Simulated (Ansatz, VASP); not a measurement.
# HgTe in VASP and in Ansatz

Contents of INCAR:

```
SYSTEM = HgTe
PREC = Accurate
ENCUT = 520
EDIFF = 1E-7
ISMEAR = 0
SIGMA = 0.05
LREAL = .False.
LASPH = .True.
NELM = 80
ALGO = Normal
ISIF = 2
LWAVE = .False.
LCHARG = .False.
GGA = RE
NBANDS = 16
```

KPOINTS

```
Automatic mesh
0
Gamma
  10 10 10
  0 0 0
```

Contents of POSCAR:

```
HgTe
1.0
    0.0000000000      3.2860752822      3.2860752822
    3.2860752822      0.0000000000      3.2860752822
    3.2860752822      3.2860752822      0.0000000000
Hg Te
1 1
Direct
    0.0000000000      0.0000000000      0.0000000000
    0.2500000000      0.2500000000      0.2500000000
```

Input for Ansatz:

```yaml
crystal:
  lattice:
    - [0.0, 3.2860752822, 3.2860752822]
    - [3.2860752822, 0.0, 3.2860752822]
    - [3.2860752822, 3.2860752822, 0.0]
  atoms:
    - { symbol: Hg, position: [0.0, 0.0, 0.0] }
    - { symbol: Te, position: [0.25, 0.25, 0.25] }
basis:
  ecutwfc: 500
  ecutrho_ratio: 4
  xc_grid: 4
kpoints:
  mp_grid: { grid: [10, 10, 10] }
hamiltonian:
  xc: revpbe
scf:
  occupations: { method: gaussian, width: 0.05 }
output:
  forces: true
  stress: true
  write_density: true
  write_potential: true
  elf: true
  volumetric_format: npy
```

Alike in both runs: task single point; functional revPBE; k mesh 10 × 10 × 10; occupations gaussian, width 0.05 eV; no spin polarisation.

|  | VASP | Ansatz |
| --- | --- | --- |
| version | VASP 6.6.1 | Ansatz 0.2.0 |
| potentials or method | VASP PAW PBE potentials, release 64 (Hg, Te), cutoff 520 eV | scalar-relativistic, plane waves, PAW |
| valence electrons in the cell | 18 | 36 |

VASP gave:

- gap on the k mesh at the Fermi level (eV): none
- pressure (GPa): 2.6

**Question.** Which values does Ansatz return?

**Answer.** gap on the k mesh at the Fermi level (eV): none; pressure (GPa): 2.5.

VASP's potentials were made for PBE, not for revPBE. A gap of «none» marks a metal or a gap that the smearing closes. VASP's potentials hold 18 valence electrons a cell and Ansatz's 36, so a difference there can come from the potentials and not from the codes.

Spin-orbit coupling is off throughout.
